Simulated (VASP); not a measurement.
# BaTiO3 (R3m) in VASP: single point with r2SCAN+U

Aim: the single point of BaTiO3 with r2SCAN+U.

Everything below comes from runs of VASP 6.6.1. Logs are shortened: lines on timing, memory, paths and dates and some standing lists are left out, and cuts for length are marked.

## Step 1: The cell of the first run

It takes space group R3m (No. 160, trigonal). Conventional cell: a = 5.723 Å, b = 5.723 Å, c = 7.036 Å, α = 90.00°, β = 90.00°, γ = 120.00°. Ba (site symmetry 3m) has 12 O at 2.82 to 2.92 Å and 8 Ti at 3.43 to 3.61 Å within 3.7 Å. Ti (site symmetry 3m) has 6 O at 1.90 to 2.16 Å within 2.5 Å. Within 2.5 Å of O (site symmetry m) lie 2 Ti at 1.90 to 2.16 Å. Within 2.5 Å of O (site symmetry m) lie 2 Ti at 1.90 to 2.16 Å.

## Step 2: Single point, r2SCAN+U

File POSCAR:

```
BaTiO3
1.0
   -4.0619648800     -4.0517048100      0.0000000000
   -4.0414649800      4.0517048100      0.0000000000
   -0.0102499500     -0.0102297100     -4.0516845700
Ba Ti O
2 2 6
Direct
    0.0000000000      0.0000000000      0.0000000000
    0.5000000000      0.5000000000      0.0000000000
    0.5130000000      0.0000000000      0.5130000000
    0.0130000000      0.5000000000      0.5130000000
    0.9908000000      0.5000000000      0.9811000000
    0.4908000000      0.0000000000      0.9811000000
    0.7359500000      0.2451500000      0.4908000000
    0.2359500000      0.7451500000      0.4908000000
    0.7359500000      0.7548500000      0.4908000000
    0.2359500000      0.2548500000      0.4908000000
```

File INCAR.step1:

```
SYSTEM = BaTiO3
ALGO = Normal ; EDIFF = 1E-4
ENCUT = 520 ; GGA = PE
ISMEAR = -1 ; LASPH = .TRUE.
LCHARG = .FALSE. ; LDAU = .TRUE.
LDAUJ = 0 0 0 ; LDAUL = -1 2 -1
LDAUTYPE = 2 ; LDAUU = 0 1.8 0
LMAXMIX = 4 ; LREAL = .FALSE.
LWAVE = .TRUE. ; NBANDS = 51
NELM = 150 ; PREC = Accurate
SIGMA = 0.05
```

File INCAR.step2:

```
SYSTEM = BaTiO3
ALGO = Normal ; EDIFF = 1E-7
ENCUT = 520 ; ISIF = 2
ISMEAR = -1 ; ISTART = 1
LASPH = .TRUE. ; LCHARG = .FALSE.
LDAU = .TRUE. ; LDAUJ = 0 0 0
LDAUL = -1 2 -1 ; LDAUPRINT = 1
LDAUTYPE = 2 ; LDAUU = 0 1.8 0
LMAXMIX = 4 ; LMIXTAU = .TRUE.
LREAL = .FALSE. ; LWAVE = .FALSE.
METAGGA = R2SCAN ; NBANDS = 51
NELM = 150 ; PREC = Accurate
SIGMA = 0.05
```

File KPOINTS:

```
k-points
0
G
  5 5 6
  0 0 0
```

Potentials or basis: VASP PAW PBE potentials, release 64 (Ba_sv, Ti_sv, O).

On the command line:

```
$ cat potpaw_PBE.64/Ba_sv/POTCAR potpaw_PBE.64/Ti_sv/POTCAR potpaw_PBE.64/O/POTCAR > POTCAR
$ cp INCAR.step1 INCAR
$ mpirun -np 1 vasp_std > vasp.out
$ cp INCAR.step2 INCAR
$ mpirun -np 1 vasp_std > vasp.out
```

OUTCAR:

```text
SYSTEM = BaTiO3
   EDIFF = 1E-7
   ENCUT = 520
   ISIF = 2
   ISMEAR = -1
   ISTART = 1
   LASPH = .TRUE.
   LREAL = .FALSE.
   METAGGA = R2SCAN
   NELM = 150
   PREC = Accurate

 ion  position               nearest neighbor table
   1  0.000  0.000  0.000-  10 2.82   6 2.82   8 2.82   8 2.86   7 2.86   9 2.86  10 2.86   5 2.86
                             5 2.86   9 2.92   6 2.92   7 2.92   3 3.43   3 3.48   4 3.48   4 3.48
   2  0.500  0.500  0.000-   9 2.82   5 2.82   7 2.82   7 2.86   8 2.86  10 2.86   9 2.86   6 2.86
                             6 2.86  10 2.92   5 2.92   8 2.92   4 3.43   4 3.48   3 3.48   3 3.48
   3  0.513  0.000  0.513-   6 1.90   7 1.90   9 1.90   6 2.16   8 2.16  10 2.16   1 3.43   1 3.48
                             2 3.48   2 3.48   2 3.54   1 3.54   2 3.54   1 3.61
   4  0.013  0.500  0.513-   5 1.90   8 1.90  10 1.90   5 2.16   7 2.16   9 2.16   2 3.43   2 3.48
                             1 3.48   1 3.48   1 3.54   2 3.54   1 3.54   2 3.61
   5  0.991  0.500  0.981-   4 1.90   4 2.16   2 2.82   1 2.86   1 2.86   2 2.92
   6  0.491  0.000  0.981-   3 1.90   3 2.16   1 2.82   2 2.86   2 2.86   1 2.92
   7  0.736  0.245  0.491-   3 1.90   4 2.16   2 2.82   2 2.86   1 2.86   1 2.92
   8  0.236  0.745  0.491-   4 1.90   3 2.16   1 2.82   1 2.86   2 2.86   2 2.92
   9  0.736  0.755  0.491-   3 1.90   4 2.16   2 2.82   1 2.86   2 2.86   1 2.92
  10  0.236  0.255  0.491-   4 1.90   3 2.16   1 2.82   2 2.86   1 2.86   2 2.92

  LATTYP: Found a simple monoclinic cell.
 ALAT       =     4.0517104491
 B/A-ratio  =     1.4124256638
 C/A-ratio  =     1.4160033194
 COS(beta)  =    -0.0035741234

  Lattice vectors:

 A1 = (  -0.0102499500,  -0.0102297100,  -4.0516845700)
 A2 = (  -4.0414649800,   4.0517048100,   0.0000000000)
 A3 = (   4.0619648800,   4.0517048100,   0.0000000000)

Analysis of symmetry for initial positions (statically):
=====================================================================
 Subroutine PRICEL returns following result:

  LATTYP: Found a trigonal (rhomboedric) cell.
 ALAT       =     4.0517177751
 COS(alpha) =     0.0025297789

  Lattice vectors:

 A1 = (  -0.0102499500,  -4.0517048100,   0.0000000000)
 A2 = (  -4.0517149300,   0.0000000000,   0.0000000000)
 A3 = (  -0.0102499500,  -0.0102297100,  -4.0516845700)

   2 primitive cells build up your supercell.

 Routine SETGRP: Setting up the symmetry group for a
 simple monoclinic supercell.

 Subroutine GETGRP returns: Found  2 space group operations
 (whereof  2 operations were pure point group operations)
 out of a pool of  4 trial point group operations.

The static configuration has the point symmetry C_1h.

Analysis of symmetry for dynamics (positions and initial velocities):
=====================================================================
 Subroutine PRICEL returns following result:

  LATTYP: Found a trigonal (rhomboedric) cell.
 ALAT       =     4.0517177751
 COS(alpha) =     0.0025297789

  Lattice vectors:

 A1 = (  -0.0102499500,  -4.0517048100,   0.0000000000)
 A2 = (  -4.0517149300,   0.0000000000,   0.0000000000)
 A3 = (  -0.0102499500,  -0.0102297100,  -4.0516845700)

   2 primitive cells build up your supercell.

 Routine SETGRP: Setting up the symmetry group for a
 simple monoclinic supercell.

 Subroutine GETGRP returns: Found  2 space group operations
[... 154 lines left out ...]

spin component  1

  0.1123 -0.0005  0.0059 -0.0005 -0.0003
 -0.0005  0.1123 -0.0027 -0.0005  0.0052
  0.0059 -0.0027  0.2415 -0.0027  0.0000
 -0.0005 -0.0005 -0.0027  0.1123 -0.0052
 -0.0003  0.0052  0.0000 -0.0052  0.2415

spin component  2

  0.1123 -0.0005  0.0059 -0.0005 -0.0003
 -0.0005  0.1123 -0.0027 -0.0005  0.0052
  0.0059 -0.0027  0.2415 -0.0027  0.0000
 -0.0005 -0.0005 -0.0027  0.1123 -0.0052
 -0.0003  0.0052  0.0000 -0.0052  0.2415

 occupancies and eigenvectors

  o =  0.1113  v = -0.5834 -0.5736  0.0028 -0.5750 -0.0015  0.0000  0.0000  0.0000  0.0000  0.0000      0.0000  0.0000  0.0000  0.0000  0.0000  0.0000  0.0000  0.0000  0.0000  0.0000
  o =  0.1113  v =  0.0000  0.0000  0.0000  0.0000  0.0000 -0.5834 -0.5736  0.0028 -0.5750 -0.0015      0.0000  0.0000  0.0000  0.0000  0.0000  0.0000  0.0000  0.0000  0.0000  0.0000
  o =  0.1124  v =  0.0000  0.0000  0.0000  0.0000  0.0000 -0.0442 -0.6835  0.0029  0.7264  0.0571      0.0000  0.0000  0.0000  0.0000  0.0000  0.0000  0.0000  0.0000  0.0000  0.0000
  o =  0.1124  v = -0.0442 -0.6835  0.0029  0.7264  0.0571  0.0000  0.0000  0.0000  0.0000  0.0000      0.0000  0.0000  0.0000  0.0000  0.0000  0.0000  0.0000  0.0000  0.0000  0.0000
  o =  0.1124  v =  0.0000  0.0000  0.0000  0.0000  0.0000  0.8097 -0.4493 -0.0536 -0.3736  0.0052      0.0000  0.0000  0.0000  0.0000  0.0000  0.0000  0.0000  0.0000  0.0000  0.0000
  o =  0.1124  v =  0.8097 -0.4493 -0.0536 -0.3736  0.0052  0.0000  0.0000  0.0000  0.0000  0.0000      0.0000  0.0000  0.0000  0.0000  0.0000  0.0000  0.0000  0.0000  0.0000  0.0000
  o =  0.2419  v =  0.0033 -0.0409  0.0167  0.0401 -0.9982  0.0000  0.0000  0.0000  0.0000  0.0000      0.0000  0.0000  0.0000  0.0000  0.0000  0.0000  0.0000  0.0000  0.0000  0.0000
  o =  0.2419  v =  0.0000  0.0000  0.0000  0.0000  0.0000  0.0033 -0.0409  0.0167  0.0401 -0.9982      0.0000  0.0000  0.0000  0.0000  0.0000  0.0000  0.0000  0.0000  0.0000  0.0000
  o =  0.2419  v =  0.0000  0.0000  0.0000  0.0000  0.0000 -0.0452  0.0198 -0.9984  0.0213 -0.0168      0.0000  0.0000  0.0000  0.0000  0.0000  0.0000  0.0000  0.0000  0.0000  0.0000
  o =  0.2419  v = -0.0452  0.0198 -0.9984  0.0213 -0.0168  0.0000  0.0000  0.0000  0.0000  0.0000      0.0000  0.0000  0.0000  0.0000  0.0000  0.0000  0.0000  0.0000  0.0000  0.0000

atom =   4  type =  2  l = 2

 onsite density matrix

spin component  1

  0.1123 -0.0005  0.0059 -0.0005 -0.0003
 -0.0005  0.1123 -0.0027 -0.0005  0.0052
  0.0059 -0.0027  0.2415 -0.0027  0.0000
 -0.0005 -0.0005 -0.0027  0.1123 -0.0052
 -0.0003  0.0052  0.0000 -0.0052  0.2415

spin component  2

  0.1123 -0.0005  0.0059 -0.0005 -0.0003
 -0.0005  0.1123 -0.0027 -0.0005  0.0052
  0.0059 -0.0027  0.2415 -0.0027  0.0000
 -0.0005 -0.0005 -0.0027  0.1123 -0.0052
 -0.0003  0.0052  0.0000 -0.0052  0.2415

 occupancies and eigenvectors

  o =  0.1113  v = -0.5834 -0.5736  0.0028 -0.5750 -0.0015  0.0000  0.0000  0.0000  0.0000  0.0000      0.0000  0.0000  0.0000  0.0000  0.0000  0.0000  0.0000  0.0000  0.0000  0.0000
  o =  0.1113  v =  0.0000  0.0000  0.0000  0.0000  0.0000 -0.5834 -0.5736  0.0028 -0.5750 -0.0015      0.0000  0.0000  0.0000  0.0000  0.0000  0.0000  0.0000  0.0000  0.0000  0.0000
  o =  0.1124  v =  0.0000  0.0000  0.0000  0.0000  0.0000 -0.0442 -0.6835  0.0029  0.7264  0.0571      0.0000  0.0000  0.0000  0.0000  0.0000  0.0000  0.0000  0.0000  0.0000  0.0000
  o =  0.1124  v = -0.0442 -0.6835  0.0029  0.7264  0.0571  0.0000  0.0000  0.0000  0.0000  0.0000      0.0000  0.0000  0.0000  0.0000  0.0000  0.0000  0.0000  0.0000  0.0000  0.0000
  o =  0.1124  v =  0.0000  0.0000  0.0000  0.0000  0.0000  0.8097 -0.4493 -0.0536 -0.3736  0.0052      0.0000  0.0000  0.0000  0.0000  0.0000  0.0000  0.0000  0.0000  0.0000  0.0000
  o =  0.1124  v =  0.8097 -0.4493 -0.0536 -0.3736  0.0052  0.0000  0.0000  0.0000  0.0000  0.0000      0.0000  0.0000  0.0000  0.0000  0.0000  0.0000  0.0000  0.0000  0.0000  0.0000
  o =  0.2419  v =  0.0033 -0.0409  0.0167  0.0401 -0.9982  0.0000  0.0000  0.0000  0.0000  0.0000      0.0000  0.0000  0.0000  0.0000  0.0000  0.0000  0.0000  0.0000  0.0000  0.0000
  o =  0.2419  v =  0.0000  0.0000  0.0000  0.0000  0.0000  0.0033 -0.0409  0.0167  0.0401 -0.9982      0.0000  0.0000  0.0000  0.0000  0.0000  0.0000  0.0000  0.0000  0.0000  0.0000
  o =  0.2419  v =  0.0000  0.0000  0.0000  0.0000  0.0000 -0.0452  0.0198 -0.9984  0.0213 -0.0168      0.0000  0.0000  0.0000  0.0000  0.0000  0.0000  0.0000  0.0000  0.0000  0.0000
  o =  0.2419  v = -0.0452  0.0198 -0.9984  0.0213 -0.0168  0.0000  0.0000  0.0000  0.0000  0.0000      0.0000  0.0000  0.0000  0.0000  0.0000  0.0000  0.0000  0.0000  0.0000  0.0000

 number of electron      80.0000014 magnetization

 Free energy of the ion-electron system (eV)
  ---------------------------------------------------
  ext. energy  EPLUGINS =         0.00000000
  ---------------------------------------------------
  free energy    TOTEN  =      -146.09320406 eV

  energy without entropy =     -146.09320406  energy(sigma->0) =     -146.09320406

 E-fermi :   4.4000     XC(G=0): -11.6973

 val. band max:        3.2608061086   @ k =   0.0000   0.0000   0.5000
 cond. band min:       6.0871978631   @ k =   0.0000   0.0000   0.0000
 fundamental gap:      2.8263917545
 Fermi energy:         4.3999581274

 k-point     1 :       0.0000    0.0000    0.0000
  band No.  band energies     occupation
      1     -55.9187      2.00000
      2     -55.9170      2.00000
      3     -31.1172      2.00000
      4     -31.1124      2.00000
      5     -31.0764      2.00000
      6     -31.0693      2.00000
[... 1285 lines left out ...]
     50       9.9890      0.00000
     51      10.4911      0.00000

 [... further k-points ...]

------------------------ aborting loop because EDIFF is reached ----------------------------------------

  FORCE on cell =-STRESS in cart. coord.  units (eV):
  Direction    XX          YY          ZZ          XY          YZ          ZX
  --------------------------------------------------------------------------------------
  -------------------------------------------------------------------------------------
  Total       -0.8574038     -0.8572351     -0.8645658     -0.0335916     -0.0335482     -0.0336108
  in kB      -10.3265125    -10.3244811    -10.4127712     -0.4045751     -0.4040518     -0.4048064
  external PRESSURE =     -10.3545883 kB  Pullay stress =       0.0000000 kB

 VOLUME and BASIS-vectors are now :
 -----------------------------------------------------------------------------
  energy-cutoff  :      520.00
  volume of cell :      133.03
      direct lattice vectors                 reciprocal lattice vectors
    -4.061964880 -4.051704810  0.000000000    -0.123404536 -0.123092657  0.000622974
    -4.041464980  4.051704810  0.000000000    -0.123404536  0.123717031 -0.000000173
    -0.010249950 -0.010229710 -4.051684570     0.000000000  0.000000000 -0.246810921

 POSITION                                       TOTAL-FORCE (eV/Angst)
 -----------------------------------------------------------------------------------
      0.00000      0.00000      0.00000        -0.034387     -0.034300     -0.033509
     -4.05171      0.00000      0.00000        -0.034387     -0.034300     -0.033509
     -2.08905     -2.08377     -2.07851         0.133237      0.132901      0.132006
     -2.07880      1.96793     -2.07851         0.133237      0.132901      0.132006
     -6.05538     -1.99861     -3.97511         0.019571      0.019522     -0.137588
     -2.00367     -1.99861     -3.97511         0.019571      0.019522     -0.137588
     -3.98520     -1.99360     -1.98857        -0.137217      0.019144      0.019545
     -3.97495      2.05811     -1.98857        -0.137217      0.019144      0.019545
     -6.04513      0.07156     -1.98857         0.018796     -0.137265      0.019545
     -1.99342      0.07156     -1.98857         0.018796     -0.137265      0.019545
 -----------------------------------------------------------------------------------
    total drift:                               -0.000011      0.000054     -0.006835

  FREE ENERGIE OF THE ION-ELECTRON SYSTEM (eV)
  ---------------------------------------------------
  free  energy   TOTEN  =      -146.0932040558 eV

  energy  without entropy=     -146.0932040558  energy(sigma->0) =     -146.09320406
```

Wall time 28 min (1 thread of Oxide Virtual Turin-like, shared host); peak memory 0.42 GiB.

Results:

```
Free energy            : -146.0932 eV
Pressure               : -1.0 GPa
Largest force          : 0.230 eV/Å
Band gap on the k mesh : 2.83 eV
```

Forces on the atoms (eV/Å):
```
Ba  -0.034 -0.034 -0.034
Ba  -0.034 -0.034 -0.034
Ti   0.133  0.133  0.132
Ti   0.133  0.133  0.132
O    0.020  0.020 -0.138
O    0.020  0.020 -0.138
O   -0.137  0.019  0.020
O   -0.137  0.019  0.020
O    0.019 -0.137  0.020
O    0.019 -0.137  0.020
```

Levels at points of the mesh, in eV from the valence-band top:
```csv
k point,band 37,band 38,band 39,band 40,band 41,band 42,band 43,band 44
"(0.00, 0.00, 0.00)",-0.50,-0.42,-0.42,-0.09,2.83,2.83,2.92,4.22
"(0.00, 0.00, 0.50)",-0.88,-0.02,-0.02,0.00,2.98,4.16,4.24,4.48
```

Eigenvalues of the final occupation matrices:
| site | spin | trace | eigenvalues |
| --- | --- | --- | --- |
| site 3 d | 1 | 0.82 | 0.11 0.11 0.11 0.24 0.24 |
| site 3 d | 2 | 0.82 | 0.11 0.11 0.11 0.24 0.24 |
| site 4 d | 1 | 0.82 | 0.11 0.11 0.11 0.24 0.24 |
| site 4 d | 2 | 0.82 | 0.11 0.11 0.11 0.24 0.24 |

Caveat: the PAW data sets were made with another functional, which shifts forces and pressure a little; spin-orbit coupling is left out, which moves the levels of the heavy elements; an odd mesh through Γ misses points on the zone boundary, where band edges can lie.
